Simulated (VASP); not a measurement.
The system is V.

```xyz
1
Lattice="-1.5144 1.5144 1.5144 1.5144 -1.5144 1.5144 1.5144 1.5144 -1.5144" Properties=species:S:1:pos:R:3 pbc="T T T"
V     0.0000    0.0000    0.0000
```

* Program: VASP 6.6.1
* Task: relaxation of cell and atoms
* Functional: BLYP
* Dispersion: D4
* Potentials or basis: VASP PAW PBE potentials, release 64 (V_sv)
* Cutoff: 600 eV
* k mesh: 12 × 12 × 12
* Occupations: fermi-dirac, width 0.05 eV
* Spin: collinear spin, ferromagnetic start
* Starting moments: [2.0] μB

At the start: pressure -7.5 GPa; volume 13.89 Å³/atom.

Problem. Where does the relaxation end?

Solution. Over 5 steps the energy falls by 15.2 meV/atom and the volume is 13.27 Å³/atom (-4.5 %); space group Im-3m (No. 229, to 0.1 Å) before and after; moment 0.00 μB per cell.

Step by step:
```
step  energy change (eV)  largest force (eV/Å)  pressure (GPa)  volume (Å³)
   1              0.0000                0.0000           -7.54        13.89
   2              0.0039                0.0000            9.92        12.62
   3             -0.0152                0.0000           -0.12        13.27
   4             -0.0152                0.0000            0.08        13.26
   5             -0.0152                0.0000           -0.04        13.27
```

Final structure:
```
CELL_PARAMETERS angstrom
-1.49145 1.49145 1.49145
1.49145 -1.49145 1.49145
1.49145 1.49145 -1.49145
ATOMIC_POSITIONS crystal
V 0.00000 0.00000 0.00000
```

Caveat: the moments typed at the start vanished in this run; the PAW data sets were made with another functional, which shifts forces and pressure a little.
